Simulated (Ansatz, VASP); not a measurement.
**AlN in VASP and in Ansatz**

```
CELL_PARAMETERS angstrom
3.11381 0.00000 0.00000
-1.55691 2.69664 0.00000
0.00000 0.00000 4.98334
ATOMIC_POSITIONS crystal
Al 0.33333 0.66667 0.99900
Al 0.66667 0.33333 0.49900
N 0.33333 0.66667 0.38100
N 0.66667 0.33333 0.88100
```

Alike in both runs: task relaxation of cell and atoms; functional PBEsol; k mesh 12 × 12 × 6; no spin polarisation.

```csv
,VASP,Ansatz
version,VASP 6.6.1,Ansatz 0.2.0
potentials or method,"VASP PAW PBE potentials, release 64 (Al, N), cutoff 600 eV","scalar-relativistic, plane waves, PAW"
occupations,"gaussian, width 0.01 eV",fixed
valence electrons in the cell,16,16
```

```tsv
	VASP	Ansatz	Ansatz less VASP
gap on the k mesh at the Fermi level, each at its own relaxed structure (eV)	4.12	4.09	-0.023
relaxed volume (Å³/atom)	10.45	10.46	+0.008
relaxed length of the cell vector where the two differ most in proportion (Å)	4.982	4.983	+0.0013
```

VASP's potentials were made for PBE, not for PBEsol.
